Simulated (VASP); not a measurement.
Input of a VASP 6.6.1 run:

Contents of INCAR:

```
SYSTEM = AsO
ALGO = Normal ; EDIFF = 1E-6
ENCUT = 520 ; GGA = PE
ISIF = 2 ; ISMEAR = 0
LASPH = .TRUE. ; LCHARG = .TRUE.
LELF = .TRUE. ; LREAL = .FALSE.
LVHAR = .TRUE. ; LWAVE = .FALSE.
NBANDS = 32 ; NELM = 80
PREC = Accurate ; SIGMA = 0.1
```

KPOINTS

```
k-points
0
G
  4 4 4
  0 0 0
```

The input POSCAR:

```
AsO
1.0
    5.3664840970      0.0000000000      0.0000000000
    0.0000000000      4.7195736773      0.0000000000
    0.0000000000      0.0000000000      5.8880166029
As O
4 4
Direct
    0.2035673093      0.2478104794      0.2500000000
    0.7964326907      0.7521895206      0.7500000000
    0.2035673093      0.2521895206      0.7500000000
    0.7964326907      0.7478104794      0.2500000000
    0.8814476413      0.1214298062      0.2500000000
    0.1185523587      0.8785701938      0.7500000000
    0.8814476413      0.3785701938      0.7500000000
    0.1185523587      0.6214298062      0.2500000000
```

Potentials or basis: VASP PAW PBE potentials, release 64 (As, O).

Launch:

```console
$ cat potpaw_PBE.64/As/POTCAR potpaw_PBE.64/O/POTCAR > POTCAR
$ mpirun -np 1 vasp_std > vasp.out
```

Question: Predict the band gap on the k mesh.

Answer: Zero (bands 22 and 23 overlap by 0.03 eV).

Question: Estimate the largest force.

Answer: 0.250 eV/Å.

Question: Predict the pressure.

Answer: 0.9 GPa.

Forces on the atoms (eV/Å):
```
As   0.224 -0.111  0.000
As  -0.224  0.111  0.000
As   0.224  0.111  0.000
As  -0.224 -0.111  0.000
O   -0.087  0.112  0.000
O    0.087 -0.112  0.000
O   -0.087 -0.112  0.000
O    0.087  0.112  0.000
```

Caveat: this functional lacks dispersion, which binds layers or chains, so the pressure and a relaxed spacing across them are unreliable.
